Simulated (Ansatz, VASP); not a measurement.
## One calculation of CoO, two programs

Contents of INCAR:

```
PREC = Accurate
ENCUT = 520
EDIFF = 1E-8
ISMEAR = -1
SIGMA = 0.05
LREAL = False
LASPH = True
NELM = 150
ALGO = Normal
ISIF = 2
LWAVE = False
LCHARG = False
ISPIN = 2
MAGMOM = 2 0
LORBIT = 11
LMAXMIX = 4
GGA = PS
LEFG = True
NBANDS = 18
```

The input KPOINTS:

```
regular mesh
0
Gamma
  16 16 16
```

File POSCAR:

```
CoO
1.0
    0.0000000000      2.1456163054      2.1456163054
    2.1456163054      0.0000000000      2.1456163054
    2.1456163054      2.1456163054      0.0000000000
Co O
1 1
Direct
    0.0000000000      0.0000000000      0.0000000000
    0.5000000000      0.5000000000      0.5000000000
```

Input for Ansatz:

```yaml
crystal:
  lattice:
    - [0.0, 2.1456163054, 2.1456163054]
    - [2.1456163054, 0.0, 2.1456163054]
    - [2.1456163054, 2.1456163054, 0.0]
  atoms:
    - { symbol: Co, position: [0.0, 0.0, 0.0], spin: 2.0 }
    - { symbol: O, position: [0.5, 0.5, 0.5] }
magnetization:
  spin_polarized: true
kpoints:
  mp_grid: { grid: [16, 16, 16] }
scf:
  occupations: { method: fermi_dirac, width: 0.05 }
hamiltonian:
  xc: pbesol
  pseudopotentials: { kind: paw }
output:
  forces: true
  stress: true
  eigenvalues: true
  efg: { contact_densities: true }
```

Change from the starting cell: volume scaled by 1.02, PAW files.

Alike in both runs: task electric field gradients; functional PBEsol; k mesh 16 × 16 × 16; occupations fermi-dirac, width 0.05 eV; collinear spin.

|  | VASP | Ansatz |
| --- | --- | --- |
| version | VASP 6.6.1 | Ansatz 0.2.0 |
| potentials or method | VASP PAW PBE potentials, release 64 (Co, O) | PAW with Ansatz's default frozen-core files, scalar-relativistic |
| plane-wave cutoff (eV) | 520 | 420 |
| valence electrons in the cell | 15 | 23 |

```csv
,VASP,Ansatz,Ansatz less VASP
pressure (GPa),-14.1,-13.7,+0.41
net moment per atom (μB),1.49,1.49,+0.005
size of the moment on the site where the two differ most (μB),2.59,2.52,-0.067
```

VASP's potentials were made for PBE, not for PBEsol. Site moments also hang on the region over which each program counts them. The functional is the same, so the differences come from potentials, cutoffs and numerics. VASP's potentials hold 15 valence electrons a cell and Ansatz's 23, so a difference there can come from the potentials and not from the codes.
